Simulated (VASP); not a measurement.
# Cu16NO in VASP: a series of runs

Cu16NO is run at these levels: PBEsol; tasks: single point.

Everything below comes from runs of VASP 6.6.1. Logs are shortened: lines on timing, memory, paths and dates and some standing lists are left out, and cuts for length are marked.

### 1 The cell of the first run

The cell holds a slab with vacuum, 18 atoms: a = 5.105 Å, b = 5.105 Å, c = 17.415 Å, α = 90.00°, β = 90.00°, γ = 90.00°.

### 2 Single point, PBEsol

File INCAR:

```
PREC = Accurate
ENCUT = 520
EDIFF = 1E-6
ISMEAR = 0
SIGMA = 0.1
LREAL = Auto
LASPH = T
NELM = 80
ALGO = Normal
ISIF = 2
LWAVE = F
LCHARG = F
GGA = PS
NBANDS = 108
```

File KPOINTS:

```
Automatic mesh
0
Gamma
  3 3 1
```

File POSCAR:

```
Cu16NO
1.0
    5.1053110000      0.0000000000      0.0000000000
    0.0000000000      5.1053110000      0.0000000000
    0.0000000000      0.0000000000     17.4150000000
Cu N O
16 1 1
Direct
    0.2500000490      0.2500000490      0.0574217628
    0.7499999510      0.2500000490      0.0574217628
    0.2500000490      0.7499999510      0.0574217628
    0.7499999510      0.7499999510      0.0574217628
    0.0027226549     -0.0015154806      0.1547530290
    0.4973013397     -0.0015423154      0.1547492392
   -0.0000307523      0.5015739492      0.1547050818
    0.5000584685      0.5015880521      0.1547016939
    0.2500243374      0.2494322089      0.2568928510
    0.7500001469      0.2495436615      0.2531369509
    0.2500288425      0.7485207072      0.2581323572
    0.7500555794      0.7530520668      0.2568124605
    0.0079562244      0.0147652121      0.3591672696
    0.4913614469      0.0140126625      0.3591020385
    0.0110528036      0.4919561218      0.3580295722
    0.4895766389      0.4911702735      0.3580830319
    0.7499317867      0.7663770141      0.3850326156
    0.7504404727      0.4486690429      0.4348191214
```

Potentials or basis: VASP PAW PBE potentials, release 64 (Cu, N, O).

Started as:

```sh
cat potpaw_PBE.64/Cu/POTCAR potpaw_PBE.64/N/POTCAR potpaw_PBE.64/O/POTCAR > POTCAR
mpirun -np 1 vasp_std > vasp.out
```

OUTCAR:

```text
PREC = Accurate
   ENCUT = 520
   EDIFF = 1E-6
   ISMEAR = 0
   LREAL = Auto
   LASPH = T
   NELM = 80
   ISIF = 2
   GGA = PS

 ion  position               nearest neighbor table
   1  0.250  0.250  0.057-   5 2.47   6 2.47   7 2.48   8 2.48   2 2.55   3 2.55   3 2.55   2 2.55

   2  0.750  0.250  0.057-   8 2.48   7 2.48   6 2.49   5 2.49   1 2.55   4 2.55   1 2.55   4 2.55

   3  0.250  0.750  0.057-   6 2.46   5 2.46   8 2.47   7 2.47   1 2.55   4 2.55   1 2.55   4 2.55

   4  0.750  0.750  0.057-   8 2.47   7 2.47   6 2.48   5 2.48   2 2.55   3 2.55   3 2.55   2 2.55

   5  0.003  0.998  0.155-   3 2.46   1 2.47   4 2.48   2 2.49  10 2.50   6 2.52  12 2.53   9 2.53
                             7 2.54  11 2.54   7 2.57   6 2.58
   6  0.497  0.998  0.155-   3 2.46   1 2.47   4 2.48   2 2.49  10 2.50   5 2.52  12 2.53   9 2.53
                             8 2.54  11 2.54   8 2.57   5 2.58
   7  1.000  0.502  0.155-   4 2.47   3 2.47   2 2.48   1 2.48  10 2.49   5 2.54  12 2.54   9 2.54
                            11 2.54   8 2.55   8 2.55   5 2.57
   8  0.500  0.502  0.155-   4 2.47   3 2.47   2 2.48   1 2.48  10 2.49   6 2.54  12 2.54   9 2.54
                            11 2.54   7 2.55   7 2.55   6 2.57
   9  0.250  0.249  0.257-  15 2.47  16 2.47  14 2.48  13 2.48   5 2.53   6 2.53   7 2.54   8 2.54
                            11 2.55  10 2.55  10 2.55  11 2.56
  10  0.750  0.250  0.253-   7 2.49   8 2.49   5 2.50   6 2.50  12 2.54   9 2.55   9 2.55  13 2.57
                            14 2.57  12 2.57  16 2.57  15 2.58
  11  0.250  0.749  0.258-  15 2.50  16 2.50  14 2.54   8 2.54   6 2.54   7 2.54   5 2.54  13 2.54
                             9 2.55  12 2.55  12 2.55   9 2.56
  12  0.750  0.753  0.257-  17 2.23   5 2.53   6 2.53  10 2.54   7 2.54   8 2.54  11 2.55  11 2.55
                            10 2.57  15 2.58  16 2.58  14 2.59  13 2.59
  13  0.008  0.015  0.359-  17 1.88  15 2.44  14 2.47   9 2.48  11 2.54  10 2.57  12 2.59  14 2.64
                            15 2.67
  14  0.491  0.014  0.359-  17 1.88  16 2.44  13 2.47   9 2.48  11 2.54  10 2.57  12 2.59  13 2.64
                            16 2.67
  15  0.011  0.492  0.358-  18 1.90  17 1.99  13 2.44  16 2.44   9 2.47  11 2.50  10 2.58  12 2.58
                            16 2.66  13 2.67
  16  0.490  0.491  0.358-  18 1.90  17 1.99  14 2.44  15 2.44   9 2.47  11 2.50  10 2.57  12 2.58
                            15 2.66  14 2.67
  17  0.750  0.766  0.385-  18 1.84  14 1.88  13 1.88  16 1.99  15 1.99  12 2.23
  18  0.750  0.449  0.435-  17 1.84  16 1.90  15 1.90

  LATTYP: Found a simple tetragonal cell.
 ALAT       =     5.1053110000
 C/A-ratio  =     3.4111536006

  Lattice vectors:

 A1 = (   5.1053110000,   0.0000000000,   0.0000000000)
 A2 = (   0.0000000000,   5.1053110000,   0.0000000000)
 A3 = (   0.0000000000,   0.0000000000,  17.4150000000)

Analysis of symmetry for initial positions (statically):
=====================================================================
 Subroutine PRICEL returns:
 Original cell was already a primitive cell.

 Routine SETGRP: Setting up the symmetry group for a
 simple tetragonal supercell.

 Subroutine GETGRP returns: Found  1 space group operations
 (whereof  1 operations were pure point group operations)
 out of a pool of 16 trial point group operations.

The static configuration has the point symmetry C_1 .

Analysis of symmetry for dynamics (positions and initial velocities):
=====================================================================
 Subroutine PRICEL returns:
 Original cell was already a primitive cell.

 Routine SETGRP: Setting up the symmetry group for a
 simple tetragonal supercell.

 Subroutine GETGRP returns: Found  1 space group operations
 (whereof  1 operations were pure point group operations)
 out of a pool of 16 trial point group operations.

The dynamic configuration has the point symmetry C_1 .

 Subroutine INISYM returns: Found  1 space group operations
 (whereof  1 operations are pure point group operations),
 and found     1 'primitive' translations

----------------------------------------------------------------------------------------

                                     Primitive cell

  volume of cell :     453.9081

  direct lattice vectors                    reciprocal lattice vectors
     5.105311000  0.000000000  0.000000000     0.195874453  0.000000000  0.000000000
     0.000000000  5.105311000  0.000000000     0.000000000  0.195874453  0.000000000
     0.000000000  0.000000000 17.415000000     0.000000000  0.000000000  0.057421763

  length of vectors
     5.105311000  5.105311000 17.415000000     0.195874453  0.195874453  0.057421763

  position of ions in fractional coordinates (direct lattice)
     0.250000049  0.250000049  0.057421763
     0.749999951  0.250000049  0.057421763
     0.250000049  0.749999951  0.057421763
     0.749999951  0.749999951  0.057421763
     0.002722655  0.998484519  0.154753029
     0.497301340  0.998457685  0.154749239
[... 10 lines left out ...]
     0.749931787  0.766377014  0.385032616
     0.750440473  0.448669043  0.434819121

  ion indices of the primitive-cell ions
   primitive index   ion index
                 1           1
                 2           2
                 3           3
                 4           4
                 5           5
                 6           6
[... 10 lines left out ...]
                17          17
                18          18

----------------------------------------------------------------------------------------

 KPOINTS: Automatic mesh

Automatic generation of k-mesh.
 Grid dimensions read from file:
 generate k-points for:    3    3    1

 Generating k-lattice:

  Cartesian coordinates                     Fractional coordinates (reciprocal lattice)
     0.065291484  0.000000000  0.000000000     0.333333333  0.000000000  0.000000000
     0.000000000  0.065291484  0.000000000     0.000000000  0.333333333  0.000000000
     0.000000000  0.000000000  0.057421763     0.000000000  0.000000000  1.000000000

  Length of vectors
     0.065291484  0.065291484  0.057421763

  Shift w.r.t. Gamma in fractional coordinates (k-lattice)
     0.000000000  0.000000000  0.000000000

 Subroutine IBZKPT returns following result:
 ===========================================

 Found      5 irreducible k-points:

 Following reciprocal coordinates:
            Coordinates               Weight
  0.000000  0.000000  0.000000      1.000000
  0.333333  0.000000  0.000000      2.000000
  0.000000  0.333333  0.000000      2.000000
  0.333333  0.333333  0.000000      2.000000
 -0.333333  0.333333  0.000000      2.000000
   k-points           NKPTS =      5   k-points in BZ     NKDIM =      5   number of bands    NBANDS=    108
   number of dos      NEDOS =    301   number of ions     NIONS =     18
   total plane-waves  NPLWV = 224000
   dimension x,y,z NGX =    40 NGY =   40 NGZ =  140
   dimension x,y,z NGXF=    80 NGYF=   80 NGZF=  280
   ions per type =              16   1   1
   NGX,Y,Z   is equivalent  to a cutoff of  13.03, 13.03, 13.36 a.u.
   NGXF,Y,Z  is equivalent  to a cutoff of  26.05, 26.05, 26.73 a.u.
 SYSTEM =  unknown system
   PREC   = accura    normal or accurate (medium, high low for compatibility)
   ISTART =      0    job   : 0-new  1-cont  2-samecut
   ICHARG =      2    charge: 1-file 2-atom 10-const
   ISPIN  =      1    spin polarized calculation?
   LNONCOLLINEAR =      F non collinear calculations
   LSORBIT =      F    spin-orbit coupling
   LASPH  =      T    aspherical Exc in radial PAW
   ENCUT  =  520.0 eV  38.22 Ry    6.18 a.u.   9.49  9.49 32.38*2*pi/ulx,y,z
   NELM   =     80;   NELMIN=  2; NELMDL= -5     # of ELM steps
   EDIFF  = 0.1E-05   stopping-criterion for ELM
   LREAL  =      T    real-space projection
   EDIFFG = 0.1E-04   stopping-criterion for IOM
   NSW    =      0    number of steps for IOM
   IBRION =     -1    ionic relax: 0-MD 1-quasi-New 2-CG
   NFREE  =      0    steps in history (QN), initial steepest desc. (CG)
   ISIF   =      2    stress and relaxation
   ISYM   =      2    0-nonsym 1-usesym 2-fastsym
   POTIM  = 0.5000    time-step for ionic-motion
   TEBEG  =    0.0;   TEEND  =   0.0 temperature during run
   PSTRESS=    0.0 pullay stress
   NELECT =     187.0000    total number of electrons
   NUPDOWN=      -1.0000    fix difference up-down
   EMIN   =  10.00;   EMAX   =-10.00  energy-range for DOS
   EFERMI =   0.00;   METHOD = LEGACY
   ISMEAR =     0;   SIGMA  =   0.10  broadening in eV -4-tet -1-fermi 0-gaus
   EFERMI_NEDOS =   21; number of points for ismear=-14 and -15
   IALGO  =     38    algorithm
   IMIX   =      4    mixing-type and parameters
     AMIX     =   0.40;   BMIX     =  1.00
     AMIX_MAG =   1.60;   BMIX_MAG =  1.00
  volume/ion in A,a.u.               =      25.22       170.17
  Fermi-wavevector in a.u.,A,eV,Ry     =   1.218146  2.301962 20.189414  1.483880
  Thomas-Fermi vector in A             =   2.353443
   LORBIT       =      0    0 simple, 1 ext, 2 COOP (PROOUT), +10 PAW based schemes
   GGA     = PS    functional components
   LHFCALC =     F    Hartree Fock is set to
   AEXX    =    0.0000 exact exchange contribution
   IVDW    =     0    specifies the selected vdW correction
   LEPSILON=     F    determine dielectric tensor
   LRPA    =     F    only Hartree local field effects (RPA)
 non-spin polarized calculation
 Gauss-broadening in eV      SIGMA  =   0.10
  energy-cutoff  :      520.00
  volume of cell :      453.91
 maximum number of plane-waves:     12269
 NGX is ok and might be reduce to    40
   NGX = 19   NGY = 19   NGZ = 65

 number of electron     186.9999867 magnetization

 Free energy of the ion-electron system (eV)
  ---------------------------------------------------
  ext. energy  EPLUGINS =         0.00000000
  ---------------------------------------------------
  free energy    TOTEN  =       -76.06205342 eV

  energy without entropy =      -76.03364999  energy(sigma->0) =      -76.04785170

 E-fermi :   0.4272     XC(G=0):  -6.6002

 val. band max:        0.4092186124   @ k =   0.3333   0.0000   0.0000
 cond. band min:       0.5263401040   @ k =   0.3333   0.3333   0.0000
 fundamental gap:      0.1171214916
 Fermi energy:         0.4271681203

 k-point     1 :       0.0000    0.0000    0.0000
  band No.  band energies     occupation
      1     -18.4349      2.00000
      2     -14.3324      2.00000
      3      -8.5093      2.00000
      4      -6.8121      2.00000
      5      -6.4166      2.00000
      6      -6.0602      2.00000
[... 97 lines left out ...]
    104       3.9004      0.00000
    105       4.4781      0.00000

 k-point     2 :       0.3333    0.0000    0.0000
  band No.  band energies     occupation
      1     -18.4273      2.00000
      2     -14.3148      2.00000
      3      -7.9301      2.00000
      4      -6.7654      2.00000
      5      -6.5187      2.00000
      6      -6.1096      2.00000
[... 97 lines left out ...]
    104       4.3215      0.00000
    105       4.3819      0.00000

 k-point     3 :       0.0000    0.3333    0.0000
  band No.  band energies     occupation
      1     -18.4156      2.00000
      2     -14.3788      2.00000
      3      -7.9059      2.00000
      4      -6.7321      2.00000
      5      -6.2221      2.00000
      6      -5.8973      2.00000
[... 97 lines left out ...]
    104       4.0592      0.00000
    105       4.4665      0.00000

 k-point     4 :       0.3333    0.3333    0.0000
  band No.  band energies     occupation
      1     -18.4090      2.00000
      2     -14.3631      2.00000
      3      -7.3419      2.00000
      4      -6.4024      2.00000
      5      -6.2793      2.00000
      6      -5.8468      2.00000
[... 97 lines left out ...]
    104       4.9234      0.00000
    105       5.1075      0.00000

 k-point     5 :      -0.3333    0.3333    0.0000
  band No.  band energies     occupation
      1     -18.4090      2.00000
      2     -14.3631      2.00000
      3      -7.3418      2.00000
      4      -6.4021      2.00000
      5      -6.2792      2.00000
      6      -5.8470      2.00000
[... 97 lines left out ...]
    104       4.9230      0.00000
    105       5.1078      0.00000
 [bands above 105 left out]

------------------------ aborting loop because EDIFF is reached ----------------------------------------

  FORCE on cell =-STRESS in cart. coord.  units (eV):
  Direction    XX          YY          ZZ          XY          YZ          ZX
  --------------------------------------------------------------------------------------
  -------------------------------------------------------------------------------------
  Total       -3.6526483     -5.3488204      0.6398659     -0.0002953     -0.0406840      0.0025607
  in kB      -12.8928982    -18.8799443      2.2585603     -0.0010423     -0.1436038      0.0090385
  external PRESSURE =      -9.8380941 kB  Pullay stress =       0.0000000 kB

 VOLUME and BASIS-vectors are now :
 -----------------------------------------------------------------------------
  energy-cutoff  :      520.00
  volume of cell :      453.91
      direct lattice vectors                 reciprocal lattice vectors
     5.105311000  0.000000000  0.000000000     0.195874453  0.000000000  0.000000000
     0.000000000  5.105311000  0.000000000     0.000000000  0.195874453  0.000000000
     0.000000000  0.000000000 17.415000000     0.000000000  0.000000000  0.057421763

 POSITION                                       TOTAL-FORCE (eV/Angst)
 -----------------------------------------------------------------------------------
      1.27633      1.27633      1.00000         0.000134      0.004346     -0.015675
      3.82898      1.27633      1.00000         0.000297     -0.036884      0.020174
      1.27633      3.82898      1.00000        -0.000166     -0.001473     -0.101118
      3.82898      3.82898      1.00000         0.000560      0.031121     -0.042262
      0.01390      5.09757      2.69502        -0.001370     -0.001956     -0.000526
      2.53888      5.09744      2.69496         0.001374     -0.001351     -0.000025
[... 10 lines left out ...]
      3.82863      3.91259      6.70534         0.002621     -0.038563      0.036289
      3.83123      2.29060      7.57237         0.000457     -0.003745      0.116053
 -----------------------------------------------------------------------------------
    total drift:                               -0.000537      0.009635     -0.003730

  FREE ENERGIE OF THE ION-ELECTRON SYSTEM (eV)
  ---------------------------------------------------
  free  energy   TOTEN  =       -76.0620534168 eV

  energy  without entropy=      -76.0336499924  energy(sigma->0) =      -76.04785170
```

Wall time 8.8 min (1 thread of Intel Xeon 6975P-C (Granite Rapids), shared host); peak memory 0.59 GiB.

Results:

* Free energy: -76.0621 eV
* Largest force: 0.116 eV/Å
* Band gap on the k mesh: zero (an odd number of electrons rules out a gap without spin polarisation)

Forces in eV/Å, atoms in the order of the input:
```
Cu   0.000  0.004 -0.016
Cu   0.000 -0.037  0.020
Cu   0.000 -0.001 -0.101
Cu   0.001  0.031 -0.042
Cu  -0.001 -0.002 -0.001
Cu   0.001 -0.001  0.000
Cu  -0.001  0.002  0.006
Cu   0.001  0.002  0.006
Cu   0.000 -0.002  0.002
Cu   0.000  0.003  0.008
Cu   0.000  0.002 -0.007
Cu  -0.001  0.001  0.002
Cu   0.037  0.040  0.027
Cu  -0.033  0.042  0.029
Cu   0.083 -0.023 -0.042
Cu  -0.089 -0.018 -0.047
N    0.003 -0.039  0.036
O    0.000 -0.004  0.116
```

Caveat: the k points lie up to 0.41 Å⁻¹ apart, too coarse for converged energies and pressures of a metal; the PAW data sets were made with another functional, which shifts forces and pressure a little; an odd number of electrons without spin polarisation forces a metal; a magnetic or distorted state may lie lower. With open d or f shells a metallic result of PBEsol can be an artefact of self-interaction; +U or a hybrid may open a gap.

[end of part 1 of 2]
